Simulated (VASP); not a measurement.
# InAs (Fm-3m) in VASP: further runs

Aim: see how the results for InAs move with the level of theory and the settings. Levels: PBE, HSE06, PBE-based screened hybrid. Tasks: single point.

Program: VASP 6.6.1. These are calculated values, not measurements. Logs are shortened: lines on timing, memory, paths and dates and some standing lists are left out, and cuts for length are marked.

## Step 1: The cell of the first run

It takes space group Fm-3m (No. 225, cubic). Conventional cell: a = 5.683 Å, b = 5.683 Å, c = 5.683 Å, α = 90.00°, β = 90.00°, γ = 90.00°. Within 3.7 Å of In (site symmetry m-3m) lie 6 As at 2.84 Å. Within 3.7 Å of As (site symmetry m-3m) lie 6 In at 2.84 Å.

## Step 2: Single point, PBE

Contents of INCAR:

```
ALGO     = Normal         # electronic algorithm
EDIFF    = 1E-6           # SCF threshold, eV
ENCUT    = 520            # plane-wave cutoff, eV
GGA      = PE             # functional
ISIF     = 2              # what is computed and relaxed
ISMEAR   = -1             # smearing method
LASPH    = True           # aspherical terms in the spheres
LCHARG   = False          # write CHGCAR
LREAL    = False          # projectors in reciprocal space
LWAVE    = False          # write WAVECAR
NBANDS   = 16             # bands
NELM     = 80             # most SCF steps
PREC     = Accurate       # precision mode
SIGMA    = 0.02           # smearing width, eV
```

Contents of KPOINTS:

```
k-points
0
Gamma
  5 5 5
```

Contents of POSCAR:

```
InAs
1.0
    0.0000000000      2.8414337288      2.8414337288
    2.8414337288      0.0000000000      2.8414337288
    2.8414337288      2.8414337288      0.0000000000
In As
1 1
Direct
    0.0000000000      0.0000000000      0.0000000000
    0.5000000000      0.5000000000      0.5000000000
```

Potentials or basis: VASP PAW PBE potentials, release 64 (In_d, As).

Command:

```bash
$ cat potpaw_PBE.64/In_d/POTCAR potpaw_PBE.64/As/POTCAR > POTCAR
$ mpirun -np 1 vasp_std > vasp.out
```

OUTCAR:

```text
EDIFF = 1E-6
   ENCUT = 520
   GGA = PE
   ISIF = 2
   ISMEAR = -1
   LASPH = True
   LREAL = False
   NELM = 80
   PREC = Accurate

 ion  position               nearest neighbor table
   1  0.000  0.000  0.000-   2 2.84   2 2.84   2 2.84   2 2.84   2 2.84   2 2.84
   2  0.500  0.500  0.500-   1 2.84   1 2.84   1 2.84   1 2.84   1 2.84   1 2.84

  LATTYP: Found a face centered cubic cell.
 ALAT       =     5.6828674576

  Lattice vectors:

 A1 = (   0.0000000000,   2.8414337288,   2.8414337288)
 A2 = (   2.8414337288,   0.0000000000,   2.8414337288)
 A3 = (   2.8414337288,   2.8414337288,   0.0000000000)

Analysis of symmetry for initial positions (statically):
=====================================================================
 Subroutine PRICEL returns:
 Original cell was already a primitive cell.

 Routine SETGRP: Setting up the symmetry group for a
 face centered cubic supercell.

 Subroutine GETGRP returns: Found 48 space group operations
 (whereof 48 operations were pure point group operations)
 out of a pool of 48 trial point group operations.

The static configuration has the point symmetry O_h .

Analysis of symmetry for dynamics (positions and initial velocities):
=====================================================================
 Subroutine PRICEL returns:
 Original cell was already a primitive cell.

 Routine SETGRP: Setting up the symmetry group for a
 face centered cubic supercell.

 Subroutine GETGRP returns: Found 48 space group operations
 (whereof 48 operations were pure point group operations)
 out of a pool of 48 trial point group operations.

The dynamic configuration has the point symmetry O_h .

 Subroutine INISYM returns: Found 48 space group operations
 (whereof 48 operations are pure point group operations),
 and found     1 'primitive' translations

----------------------------------------------------------------------------------------

                                     Primitive cell

  volume of cell :      45.8820

  direct lattice vectors                    reciprocal lattice vectors
     0.000000000  2.841433729  2.841433729    -0.175967504  0.175967504  0.175967504
     2.841433729  0.000000000  2.841433729     0.175967504 -0.175967504  0.175967504
     2.841433729  2.841433729  0.000000000     0.175967504  0.175967504 -0.175967504

  length of vectors
     4.018394116  4.018394116  4.018394116     0.304784657  0.304784657  0.304784657

  position of ions in fractional coordinates (direct lattice)
     0.000000000  0.000000000  0.000000000
     0.500000000  0.500000000  0.500000000

  ion indices of the primitive-cell ions
   primitive index   ion index
                 1           1
                 2           2

----------------------------------------------------------------------------------------

 KPOINTS: k-points

Automatic generation of k-mesh.
 Grid dimensions read from file:
 generate k-points for:    5    5    5

 Generating k-lattice:

  Cartesian coordinates                     Fractional coordinates (reciprocal lattice)
    -0.035193501  0.035193501  0.035193501     0.200000000  0.000000000  0.000000000
     0.035193501 -0.035193501  0.035193501     0.000000000  0.200000000  0.000000000
     0.035193501  0.035193501 -0.035193501     0.000000000  0.000000000  0.200000000

  Length of vectors
     0.060956931  0.060956931  0.060956931

  Shift w.r.t. Gamma in fractional coordinates (k-lattice)
     0.000000000  0.000000000  0.000000000

 Subroutine IBZKPT returns following result:
 ===========================================

 Found     10 irreducible k-points:

 Following reciprocal coordinates:
            Coordinates               Weight
  0.000000  0.000000  0.000000      1.000000
  0.200000  0.000000  0.000000      8.000000
  0.400000  0.000000  0.000000      8.000000
  0.200000  0.200000  0.000000      6.000000
  0.400000  0.200000  0.000000     24.000000
 -0.400000  0.200000  0.000000     24.000000
 -0.200000  0.200000  0.000000     12.000000
  0.400000  0.400000  0.000000      6.000000
 -0.400000  0.400000  0.000000     12.000000
 -0.400000  0.400000  0.200000     24.000000
   k-points           NKPTS =     10   k-points in BZ     NKDIM =     10   number of bands    NBANDS=     16
   number of dos      NEDOS =    301   number of ions     NIONS =      2
   total plane-waves  NPLWV =  27000
   dimension x,y,z NGX =    30 NGY =   30 NGZ =   30
   dimension x,y,z NGXF=    60 NGYF=   60 NGZF=   60
   ions per type =               1   1
   NGX,Y,Z   is equivalent  to a cutoff of  12.41, 12.41, 12.41 a.u.
   NGXF,Y,Z  is equivalent  to a cutoff of  24.82, 24.82, 24.82 a.u.
 SYSTEM =  unknown system
   PREC   = accura    normal or accurate (medium, high low for compatibility)
   ISTART =      0    job   : 0-new  1-cont  2-samecut
   ICHARG =      2    charge: 1-file 2-atom 10-const
   ISPIN  =      1    spin polarized calculation?
   LNONCOLLINEAR =      F non collinear calculations
   LSORBIT =      F    spin-orbit coupling
   LASPH  =      T    aspherical Exc in radial PAW
   ENCUT  =  520.0 eV  38.22 Ry    6.18 a.u.   7.47  7.47  7.47*2*pi/ulx,y,z
   NELM   =     80;   NELMIN=  2; NELMDL= -5     # of ELM steps
   EDIFF  = 0.1E-05   stopping-criterion for ELM
   LREAL  =      F    real-space projection
   EDIFFG = 0.1E-04   stopping-criterion for IOM
   NSW    =      0    number of steps for IOM
   IBRION =     -1    ionic relax: 0-MD 1-quasi-New 2-CG
   NFREE  =      0    steps in history (QN), initial steepest desc. (CG)
   ISIF   =      2    stress and relaxation
   ISYM   =      2    0-nonsym 1-usesym 2-fastsym
   POTIM  = 0.5000    time-step for ionic-motion
   TEBEG  =    0.0;   TEEND  =   0.0 temperature during run
   PSTRESS=    0.0 pullay stress
   NELECT =      18.0000    total number of electrons
   NUPDOWN=      -1.0000    fix difference up-down
   EMIN   =  10.00;   EMAX   =-10.00  energy-range for DOS
   EFERMI =   0.00;   METHOD = LEGACY
   ISMEAR =    -1;   SIGMA  =   0.02  broadening in eV -4-tet -1-fermi 0-gaus
   EFERMI_NEDOS =   21; number of points for ismear=-14 and -15
   IALGO  =     38    algorithm
   IMIX   =      4    mixing-type and parameters
     AMIX     =   0.40;   BMIX     =  1.00
     AMIX_MAG =   1.60;   BMIX_MAG =  1.00
  volume/ion in A,a.u.               =      22.94       154.81
  Fermi-wavevector in a.u.,A,eV,Ry     =   1.198445  2.264733 19.541648  1.436271
  Thomas-Fermi vector in A             =   2.334334
   LORBIT       =      0    0 simple, 1 ext, 2 COOP (PROOUT), +10 PAW based schemes
   GGA     = PE    functional components
   LHFCALC =     F    Hartree Fock is set to
   AEXX    =    0.0000 exact exchange contribution
   IVDW    =     0    specifies the selected vdW correction
   LEPSILON=     F    determine dielectric tensor
   LRPA    =     F    only Hartree local field effects (RPA)
 non-spin polarized calculation
  energy-cutoff  :      520.00
  volume of cell :       45.88
 maximum number of plane-waves:      1251
 NGX is ok and might be reduce to    30
   NGX = 15   NGY = 15   NGZ = 15

 number of electron      17.9999990 magnetization

 Free energy of the ion-electron system (eV)
  ---------------------------------------------------
  ext. energy  EPLUGINS =         0.00000000
  ---------------------------------------------------
  free energy    TOTEN  =        -7.28186426 eV

  energy without entropy =       -7.27835467  energy(sigma->0) =       -7.28010946

 E-fermi :   6.5017     XC(G=0): -10.2619

 val. band max:        6.4966903908   @ k =   0.4000   0.0000   0.0000
 cond. band min:       6.7253845582   @ k =  -0.2000   0.2000   0.0000
 fundamental gap:      0.2286941674
 Fermi energy:         6.5017159157

 k-point     1 :       0.0000    0.0000    0.0000
  band No.  band energies     occupation
      1      -8.0471      2.00000
      2      -8.0471      2.00000
      3      -8.0263      2.00000
      4      -8.0263      2.00000
      5      -8.0263      2.00000
      6      -5.9836      2.00000
[... 8 lines left out ...]
     15      14.0311      0.00000
     16      14.0311      0.00000

 k-point     2 :       0.2000    0.0000    0.0000
  band No.  band energies     occupation
      1      -8.0654      2.00000
      2      -8.0654      2.00000
      3      -8.0279      2.00000
      4      -8.0063      2.00000
      5      -8.0063      2.00000
      6      -5.5377      2.00000
[... 8 lines left out ...]
     15      14.6663      0.00000
     16      14.6663      0.00000

 k-point     3 :       0.4000    0.0000    0.0000
  band No.  band energies     occupation
      1      -8.0982      2.00000
      2      -8.0982      2.00000
      3      -8.0334      2.00000
      4      -7.9702      2.00000
      5      -7.9702      2.00000
      6      -4.4711      2.00000
[... 8 lines left out ...]
     15      17.1787      0.00000
     16      17.1787      0.00000

 k-point     4 :       0.2000    0.2000    0.0000
  band No.  band energies     occupation
      1      -8.1221      2.00000
      2      -8.0408      2.00000
      3      -8.0343      2.00000
      4      -7.9979      2.00000
      5      -7.9979      2.00000
      6      -5.3511      2.00000
[... 8 lines left out ...]
     15      16.7826      0.00000
     16      16.7826      0.00000

 k-point     5 :       0.4000    0.2000    0.0000
  band No.  band energies     occupation
      1      -8.1837      2.00000
      2      -8.0527      2.00000
      3      -8.0384      2.00000
      4      -7.9806      2.00000
      5      -7.9636      2.00000
      6      -4.3948      2.00000
[... 8 lines left out ...]
     15      18.0680      0.00000
     16      18.4572      0.00000

 k-point     6 :      -0.4000    0.2000    0.0000
  band No.  band energies     occupation
      1      -8.1690      2.00000
      2      -8.0829      2.00000
      3      -8.0177      2.00000
      4      -7.9849      2.00000
      5      -7.9634      2.00000
      6      -3.8407      2.00000
[... 8 lines left out ...]
     15      16.9745      0.00000
     16      17.1679      0.00000

 k-point     7 :      -0.2000    0.2000    0.0000
  band No.  band energies     occupation
      1      -8.1009      2.00000
      2      -8.0869      2.00000
      3      -8.0221      2.00000
      4      -7.9935      2.00000
      5      -7.9881      2.00000
      6      -4.8200      2.00000
[... 8 lines left out ...]
     15      16.0007      0.00000
     16      18.2411      0.00000

 k-point     8 :       0.4000    0.4000    0.0000
  band No.  band energies     occupation
      1      -8.3086      2.00000
      2      -8.0643      2.00000
      3      -8.0136      2.00000
      4      -7.9469      2.00000
      5      -7.9469      2.00000
      6      -3.6830      2.00000
[... 8 lines left out ...]
     15      18.8571      0.00000
     16      20.8577      0.00000

 k-point     9 :      -0.4000    0.4000    0.0000
  band No.  band energies     occupation
      1      -8.2955      2.00000
      2      -8.0476      2.00000
      3      -8.0343      2.00000
      4      -7.9569      2.00000
      5      -7.9452      2.00000
      6      -3.2485      2.00000
[... 8 lines left out ...]
     15      18.3605      0.00000
     16      20.0710      0.00000

 k-point    10 :      -0.4000    0.4000    0.2000
  band No.  band energies     occupation
      1      -8.2428      2.00000
      2      -8.0578      2.00000
      3      -8.0251      2.00000
      4      -7.9854      2.00000
      5      -7.9474      2.00000
      6      -3.5134      2.00000
[... 8 lines left out ...]
     15      17.0430      0.00000
     16      19.8307      0.00000

------------------------ aborting loop because EDIFF is reached ----------------------------------------

  FORCE on cell =-STRESS in cart. coord.  units (eV):
  Direction    XX          YY          ZZ          XY          YZ          ZX
  --------------------------------------------------------------------------------------
  -------------------------------------------------------------------------------------
  Total        0.7650573      0.7650573      0.7650573      0.0000000      0.0000000     -0.0000000
  in kB       26.7154174     26.7154174     26.7154174      0.0000000      0.0000000     -0.0000000
  external PRESSURE =      26.7154174 kB  Pullay stress =       0.0000000 kB

 VOLUME and BASIS-vectors are now :
 -----------------------------------------------------------------------------
  energy-cutoff  :      520.00
  volume of cell :       45.88
      direct lattice vectors                 reciprocal lattice vectors
     0.000000000  2.841433729  2.841433729    -0.175967504  0.175967504  0.175967504
     2.841433729  0.000000000  2.841433729     0.175967504 -0.175967504  0.175967504
     2.841433729  2.841433729  0.000000000     0.175967504  0.175967504 -0.175967504

 POSITION                                       TOTAL-FORCE (eV/Angst)
 -----------------------------------------------------------------------------------
      0.00000      0.00000      0.00000         0.000000      0.000000      0.000000
      2.84143      2.84143      2.84143         0.000000      0.000000     -0.000000
 -----------------------------------------------------------------------------------
    total drift:                               -0.000000      0.000000      0.000000

  FREE ENERGIE OF THE ION-ELECTRON SYSTEM (eV)
  ---------------------------------------------------
  free  energy   TOTEN  =        -7.2818642582 eV

  energy  without entropy=       -7.2783546657  energy(sigma->0) =       -7.28010946
```

Wall time 15 s (1 thread of AMD EPYC 7R43 (Zen 3), shared host); peak memory 0.13 GiB.

Results:

```yaml
Free_energy: -7.2819 eV
Pressure: 2.7 GPa
Band_gap_on_the_k_mesh: zero (band 9 reaches 6.73 eV, above the bottom of band 10 at 4.18 eV)
```

Caveat: the k points lie up to 0.38 Å⁻¹ apart; spin-orbit coupling is left out, which moves the levels of the heavy elements.

(Continued in part 2 of 3.)
